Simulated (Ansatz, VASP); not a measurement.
**Two plane-wave programs on Ti6C**

File INCAR:

```
  PREC = Accurate
  ENCUT = 600
  EDIFF = 1E-6
  ISMEAR = 0
  SIGMA = 0.1
  LREAL = F
  LASPH = T
  NELM = 100
  ALGO = Normal
  ISIF = 3
  LWAVE = F
  LCHARG = F
  GGA = PE
  IBRION = 2
  NSW = 90
  EDIFFG = -0.04
```

KPOINTS

```
regular mesh
0
Gamma
  4 4 4
```

POSCAR

```
Ti6C
1.0
    0.0000000000      3.7210749700      3.7210749700
    3.7210749700      0.0000000000      3.7210749700
    3.7210749700      3.7210749700      0.0000000000
Ti C
6 1
Direct
    0.5000000000      0.5000000000      0.0000000000
    0.5000000000      0.0000000000      0.5000000000
    0.0000000000      0.0000000000      0.5000000000
    0.0000000000      0.5000000000      0.0000000000
    0.0000000000      0.5000000000      0.5000000000
    0.5000000000      0.0000000000      0.0000000000
    0.0000000000      0.0000000000      0.0000000000
```

Input for Ansatz:

```yaml
crystal:
  lattice:
    - [0.0, 3.72107497, 3.72107497]
    - [3.72107497, 0.0, 3.72107497]
    - [3.72107497, 3.72107497, 0.0]
  atoms:
    - { symbol: Ti, position: [0.5, 0.5, 0.0] }
    - { symbol: Ti, position: [0.5, 0.0, 0.5] }
    - { symbol: Ti, position: [0.0, 0.0, 0.5] }
    - { symbol: Ti, position: [0.0, 0.5, 0.0] }
    - { symbol: Ti, position: [0.0, 0.5, 0.5] }
    - { symbol: Ti, position: [0.5, 0.0, 0.0] }
    - { symbol: C, position: [0.0, 0.0, 0.0] }
basis:
  ecutwfc: 420
kpoints:
  mp_grid: { grid: [4, 4, 4] }
hamiltonian:
  xc: pbe
scf:
  occupations: { method: gaussian, width: 0.1 }
  lower_state_search: "off"
output:
  forces: true
  stress: true
  eigenvalues: true
relax:
  adjacent_minimum: "off"
  f_tol: 0.04
  max_steps: 70
  cell: { stress_tol: 0.4 }
```

Change from the starting cell: species swapped into the Zn6Mo type (Fm-3m, No. 225).

Alike in both runs: task relaxation of cell and atoms; functional PBE; k mesh 4 × 4 × 4; occupations gaussian, width 0.1 eV; no spin polarisation.

```csv
,VASP,Ansatz
version,VASP 6.6.1,Ansatz 0.2.0
potentials or method,"VASP PAW PBE potentials, release 64 (Ti_sv, C), cutoff 600 eV","scalar-relativistic, plane waves, PAW"
valence electrons in the cell,76,76
```

```tsv
	VASP	Ansatz	Ansatz less VASP
gap on the k mesh at the Fermi level, each at its own relaxed structure (eV)	none	none	-
relaxed volume (Å³/atom)	15.38	15.41	+0.025
relaxed length of the cell vector where the two differ most in proportion (Å)	5.340	5.343	+0.0029
```

A gap of «none» marks a metal or a gap that the smearing closes.

The k mesh is coarse, so the values compare programs but aren't converged.
